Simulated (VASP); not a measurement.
# ZrO2 (Fm-3m) in VASP: density of states with PBE

Aim: the density of states of ZrO2 with PBE.

Everything below comes from runs of VASP 6.6.1. Logs are shortened: lines on timing, memory, paths and dates and some standing lists are left out, and cuts for length are marked.

### 1 The cell of the first run

Symmetry: Fm-3m, No. 225, cubic system. The conventional cell has a = 5.070 Å, b = 5.070 Å, c = 5.070 Å, α = 90.00°, β = 90.00°, γ = 90.00°. Zr (site symmetry m-3m) has 8 O at 2.20 Å within 2.9 Å. O (site symmetry -43m) has 4 Zr at 2.20 Å and 6 O at 2.54 Å within 2.9 Å.

### 2 Density of states, PBE

The input, POSCAR:

```
ZrO2
1.0
    0.0000000000      2.5350000000      2.5350000000
    2.5350000000      0.0000000000      2.5350000000
    2.5350000000      2.5350000000      0.0000000000
Zr O
1 2
Direct
    0.0000000000      0.0000000000      0.0000000000
    0.2500000000      0.2500000000      0.2500000000
    0.7500000000      0.7500000000      0.7500000000
```

The input, INCAR.step1:

```
SYSTEM = ZrO2
PREC     = Accurate       ! precision mode
ENCUT    = 520            ! plane-wave cutoff, eV
EDIFF    = 1E-6           ! SCF threshold, eV
ISMEAR   = 0              ! smearing method
SIGMA    = 0.05           ! smearing width, eV
LREAL    = .False.        ! projectors in reciprocal space
LASPH    = .True.         ! aspherical terms in the spheres
NELM     = 120            ! most SCF steps
ALGO     = Normal         ! electronic algorithm
ISIF     = 2              ! what is computed and relaxed
LWAVE    = .False.        ! write WAVECAR
LCHARG   = .True.         ! write CHGCAR
LMAXMIX  = 4              ! l up to which the mixer works
GGA      = PE             ! functional
NBANDS   = 19             ! bands
GGA_COMPAT= .False.      
NEDOS    = 2001           ! points of the DOS
LORBIT   = 11             ! projections on sites
```

The input, KPOINTS.step1:

```
Automatic mesh
0
Gamma
  10 10 10
  0 0 0
```

The input, INCAR.step2:

```
SYSTEM = ZrO2
PREC     = Accurate       ! precision mode
ENCUT    = 520            ! plane-wave cutoff, eV
EDIFF    = 1E-6           ! SCF threshold, eV
ISMEAR   = -5             ! smearing method
SIGMA    = 0.05           ! smearing width, eV
LREAL    = .False.        ! projectors in reciprocal space
LASPH    = .True.         ! aspherical terms in the spheres
NELM     = 120            ! most SCF steps
ALGO     = Normal         ! electronic algorithm
ISIF     = 2              ! what is computed and relaxed
LWAVE    = .False.        ! write WAVECAR
LCHARG   = .False.        ! write CHGCAR
LMAXMIX  = 4              ! l up to which the mixer works
GGA      = PE             ! functional
LORBIT   = 11             ! projections on sites
NBANDS   = 19             ! bands
NEDOS    = 1001           ! points of the DOS
ICHARG   = 11             ! starting density
GGA_COMPAT= .False.
```

The input, KPOINTS.step2:

```
Automatic mesh
0
Gamma
  15 15 15
  0 0 0
```

Potentials or basis: VASP PAW PBE potentials, release 64 (Zr_sv, O).

On the command line:

```bash
$ cat potpaw_PBE.64/Zr_sv/POTCAR potpaw_PBE.64/O/POTCAR > POTCAR
$ cp INCAR.step1 INCAR
$ cp KPOINTS.step1 KPOINTS
$ mpirun -np 1 vasp_std > vasp.out
$ cp INCAR.step2 INCAR
$ cp KPOINTS.step2 KPOINTS
$ mpirun -np 1 vasp_std > vasp.out
```

OUTCAR:

```text
SYSTEM = ZrO2
   PREC = Accurate
   ENCUT = 520
   EDIFF = 1E-6
   ISMEAR = -5
   LREAL = .False.
   LASPH = .True.
   NELM = 120
   ISIF = 2
   GGA = PE
   LORBIT = 11
   ICHARG = 11

 ion  position               nearest neighbor table
   1  0.000  0.000  0.000-   3 2.20   3 2.20   3 2.20   2 2.20   3 2.20   2 2.20   2 2.20   2 2.20

   2  0.250  0.250  0.250-   1 2.20   1 2.20   1 2.20   1 2.20
   3  0.750  0.750  0.750-   1 2.20   1 2.20   1 2.20   1 2.20

  LATTYP: Found a face centered cubic cell.
 ALAT       =     5.0700000000

  Lattice vectors:

 A1 = (   0.0000000000,   2.5350000000,   2.5350000000)
 A2 = (   2.5350000000,   0.0000000000,   2.5350000000)
 A3 = (   2.5350000000,   2.5350000000,   0.0000000000)

Analysis of symmetry for initial positions (statically):
=====================================================================
 Subroutine PRICEL returns:
 Original cell was already a primitive cell.

 Routine SETGRP: Setting up the symmetry group for a
 face centered cubic supercell.

 Subroutine GETGRP returns: Found 48 space group operations
 (whereof 48 operations were pure point group operations)
 out of a pool of 48 trial point group operations.

The static configuration has the point symmetry O_h .

Analysis of symmetry for dynamics (positions and initial velocities):
=====================================================================
 Subroutine PRICEL returns:
 Original cell was already a primitive cell.

 Routine SETGRP: Setting up the symmetry group for a
 face centered cubic supercell.

 Subroutine GETGRP returns: Found 48 space group operations
 (whereof 48 operations were pure point group operations)
 out of a pool of 48 trial point group operations.

The dynamic configuration has the point symmetry O_h .

 Subroutine INISYM returns: Found 48 space group operations
 (whereof 48 operations are pure point group operations),
 and found     1 'primitive' translations

----------------------------------------------------------------------------------------

                                     Primitive cell

  volume of cell :      32.5810

  direct lattice vectors                    reciprocal lattice vectors
     0.000000000  2.535000000  2.535000000    -0.197238659  0.197238659  0.197238659
     2.535000000  0.000000000  2.535000000     0.197238659 -0.197238659  0.197238659
     2.535000000  2.535000000  0.000000000     0.197238659  0.197238659 -0.197238659

  length of vectors
     3.585031381  3.585031381  3.585031381     0.341627378  0.341627378  0.341627378

  position of ions in fractional coordinates (direct lattice)
     0.000000000  0.000000000  0.000000000
     0.250000000  0.250000000  0.250000000
     0.750000000  0.750000000  0.750000000

  ion indices of the primitive-cell ions
   primitive index   ion index
                 1           1
                 2           2
                 3           3

----------------------------------------------------------------------------------------

 KPOINTS: Automatic mesh

Automatic generation of k-mesh.
 Grid dimensions read from file:
 generate k-points for:   15   15   15

 Generating k-lattice:

  Cartesian coordinates                     Fractional coordinates (reciprocal lattice)
    -0.013149244  0.013149244  0.013149244     0.066666667  0.000000000  0.000000000
     0.013149244 -0.013149244  0.013149244     0.000000000  0.066666667  0.000000000
     0.013149244  0.013149244 -0.013149244     0.000000000  0.000000000  0.066666667

  Length of vectors
     0.022775159  0.022775159  0.022775159

  Shift w.r.t. Gamma in fractional coordinates (k-lattice)
     0.000000000  0.000000000  0.000000000

 TETIRR: Found    484 inequivalent tetrahedra from    20250

 Subroutine IBZKPT returns following result:
 ===========================================

 Found    120 irreducible k-points:

 Following reciprocal coordinates:
            Coordinates               Weight
  0.000000  0.000000  0.000000      1.000000
  0.066667  0.000000  0.000000      8.000000
  0.133333  0.000000  0.000000      8.000000
  0.200000  0.000000  0.000000      8.000000
  0.266667  0.000000  0.000000      8.000000
  0.333333  0.000000  0.000000      8.000000
[... 16 lines left out ...]
  0.133333  0.133333  0.000000      6.000000
  0.200000  0.133333  0.000000     24.000000
 [... further k-points ...]
   k-points           NKPTS =    120   k-points in BZ     NKDIM =    120   number of bands    NBANDS=     19
   number of dos      NEDOS =   1001   number of ions     NIONS =      3
   total plane-waves  NPLWV =  21952
   dimension x,y,z NGX =    28 NGY =   28 NGZ =   28
   dimension x,y,z NGXF=    56 NGYF=   56 NGZF=   56
   ions per type =               1   2
   NGX,Y,Z   is equivalent  to a cutoff of  12.98, 12.98, 12.98 a.u.
   NGXF,Y,Z  is equivalent  to a cutoff of  25.97, 25.97, 25.97 a.u.
 SYSTEM =  ZrO2
   PREC   = accura    normal or accurate (medium, high low for compatibility)
   ISTART =      0    job   : 0-new  1-cont  2-samecut
   ICHARG =     11    charge: 1-file 2-atom 10-const
   ISPIN  =      1    spin polarized calculation?
   LNONCOLLINEAR =      F non collinear calculations
   LSORBIT =      F    spin-orbit coupling
   LASPH  =      T    aspherical Exc in radial PAW
   ENCUT  =  520.0 eV  38.22 Ry    6.18 a.u.   6.67  6.67  6.67*2*pi/ulx,y,z
   NELM   =    120;   NELMIN=  2; NELMDL=  0     # of ELM steps
   EDIFF  = 0.1E-05   stopping-criterion for ELM
   LREAL  =      F    real-space projection
   EDIFFG = 0.1E-04   stopping-criterion for IOM
   NSW    =      0    number of steps for IOM
   IBRION =     -1    ionic relax: 0-MD 1-quasi-New 2-CG
   NFREE  =      0    steps in history (QN), initial steepest desc. (CG)
   ISIF   =      2    stress and relaxation
   ISYM   =      2    0-nonsym 1-usesym 2-fastsym
   POTIM  = 0.5000    time-step for ionic-motion
   TEBEG  =    0.0;   TEEND  =   0.0 temperature during run
   PSTRESS=    0.0 pullay stress
   NELECT =      24.0000    total number of electrons
   NUPDOWN=      -1.0000    fix difference up-down
   EMIN   =  10.00;   EMAX   =-10.00  energy-range for DOS
   EFERMI =   0.00;   METHOD = LEGACY
   ISMEAR =    -5;   SIGMA  =   0.05  broadening in eV -4-tet -1-fermi 0-gaus
   EFERMI_NEDOS =   21; number of points for ismear=-14 and -15
   IALGO  =     38    algorithm
   IMIX   =      4    mixing-type and parameters
     AMIX     =   0.40;   BMIX     =  1.00
     AMIX_MAG =   1.60;   BMIX_MAG =  1.00
  volume/ion in A,a.u.               =      10.86        73.29
  Fermi-wavevector in a.u.,A,eV,Ry     =   1.478509  2.793977 29.742181  2.185989
  Thomas-Fermi vector in A             =   2.592781
   LORBIT       =     11    0 simple, 1 ext, 2 COOP (PROOUT), +10 PAW based schemes
   GGA     = PE    functional components
   LHFCALC =     F    Hartree Fock is set to
   AEXX    =    0.0000 exact exchange contribution
   IVDW    =     0    specifies the selected vdW correction
   LEPSILON=     F    determine dielectric tensor
   LRPA    =     F    only Hartree local field effects (RPA)
 non-spin polarized calculation
 Fermi weights with tetrahedron method with Bloechl corrections
  energy-cutoff  :      520.00
  volume of cell :       32.58
 maximum number of plane-waves:       901

 number of electron      23.9999991 magnetization

 Free energy of the ion-electron system (eV)
  ---------------------------------------------------
  ext. energy  EPLUGINS =         0.00000000
  ---------------------------------------------------
  free energy    TOTEN  =       -28.54641823 eV

  energy without entropy =      -28.54641823  energy(sigma->0) =      -28.54641823

 E-fermi :   7.3995     XC(G=0): -11.8465

 val. band max:        7.3406825324   @ k =  -0.4667   0.4667   0.0000
 cond. band min:      10.7430666288   @ k =   0.0000   0.0000   0.0000
 fundamental gap:      3.4023840964
 Fermi energy:         7.3995366679

 k-point     1 :       0.0000    0.0000    0.0000
  band No.  band energies     occupation
      1     -40.6746      2.00000
      2     -18.4963      2.00000
      3     -18.4963      2.00000
      4     -18.4963      2.00000
      5     -10.8957      2.00000
      6      -8.2942      2.00000
[... 11 lines left out ...]
     18      16.8686      0.00000
     19      21.8385      0.00000

 k-point     2 :       0.0667    0.0000    0.0000
  band No.  band energies     occupation
      1     -40.6724      2.00000
      2     -18.5317      2.00000
      3     -18.4995      2.00000
      4     -18.4995      2.00000
      5     -10.8284      2.00000
      6      -8.3436      2.00000
[... 11 lines left out ...]
     18      16.7968      0.00000
     19      21.7434      0.00000

 k-point     3 :       0.1333    0.0000    0.0000
  band No.  band energies     occupation
      1     -40.6664      2.00000
      2     -18.6293      2.00000
      3     -18.5085      2.00000
      4     -18.5085      2.00000
      5     -10.6429      2.00000
      6      -8.4739      2.00000
[... 11 lines left out ...]
     18      16.6077      0.00000
     19      21.4755      0.00000

 k-point     4 :       0.2000    0.0000    0.0000
  band No.  band energies     occupation
      1     -40.6574      2.00000
      2     -18.7669      2.00000
      3     -18.5218      2.00000
      4     -18.5218      2.00000
      5     -10.3867      2.00000
      6      -8.6355      2.00000
[... 407 lines left out ...]
     18      16.7626      0.00000
     19      21.6303      0.00000

 k-point    23 :       0.1333    0.1333    0.0000
  band No.  band energies     occupation
      1     -40.6636      2.00000
      2     -18.6446      2.00000
      3     -18.5269      2.00000
      4     -18.5269      2.00000
      5     -10.5505      2.00000
      6      -8.5398      2.00000
[... 11 lines left out ...]
     18      16.5217      0.00000
     19      21.5990      0.00000

 k-point    24 :       0.2000    0.1333    0.0000
  band No.  band energies     occupation
      1     -40.6570      2.00000
      2     -18.7364      2.00000
      3     -18.5427      2.00000
      4     -18.5420      2.00000
      5     -10.3447      2.00000
      6      -8.6735      2.00000
[... 11 lines left out ...]
     18      16.3718      0.00000
     19      21.5396      0.00000

 [... further k-points ...]
[... 5 lines left out ...]
  --------------------------------------------------------------------------------------
  -------------------------------------------------------------------------------------
  Total        1.4436566      1.4436566      1.4436566      0.0000000      0.0000000      0.0000000
  in kB       70.9921950     70.9921950     70.9921950      0.0000000      0.0000000      0.0000000
  external PRESSURE =      70.9921950 kB  Pullay stress =       0.0000000 kB

 VOLUME and BASIS-vectors are now :
 -----------------------------------------------------------------------------
  energy-cutoff  :      520.00
  volume of cell :       32.58
      direct lattice vectors                 reciprocal lattice vectors
     0.000000000  2.535000000  2.535000000    -0.197238659  0.197238659  0.197238659
     2.535000000  0.000000000  2.535000000     0.197238659 -0.197238659  0.197238659
     2.535000000  2.535000000  0.000000000     0.197238659  0.197238659 -0.197238659

 POSITION                                       TOTAL-FORCE (eV/Angst)
 -----------------------------------------------------------------------------------
      0.00000      0.00000      0.00000        -0.000000      0.000000      0.000000
      1.26750      1.26750      1.26750         0.000000     -0.000000      0.000000
      3.80250      3.80250      3.80250         0.000000      0.000000     -0.000000
 -----------------------------------------------------------------------------------
    total drift:                                0.000000     -0.000000      0.000000

  FREE ENERGIE OF THE ION-ELECTRON SYSTEM (eV)
  ---------------------------------------------------
  free  energy   TOTEN  =       -28.5464182346 eV

  energy  without entropy=      -28.5464182346  energy(sigma->0) =      -28.54641823

 total charge

# of ion       s       p       d       tot
------------------------------------------
    1        2.171   6.055   1.321   9.547
    2        1.565   3.546   0.000   5.111
    3        1.565   3.546   0.000   5.111
--------------------------------------------------
tot          5.300  13.147   1.321  19.769
```

It took 58 s on 1 thread of Intel Xeon 6975P-C, shared host; peak memory 0.2 GiB.

What came out:

```yaml
Valence_electrons_inside_the_program's_atomic_spheres: Zr 9.55; O 5.11
```
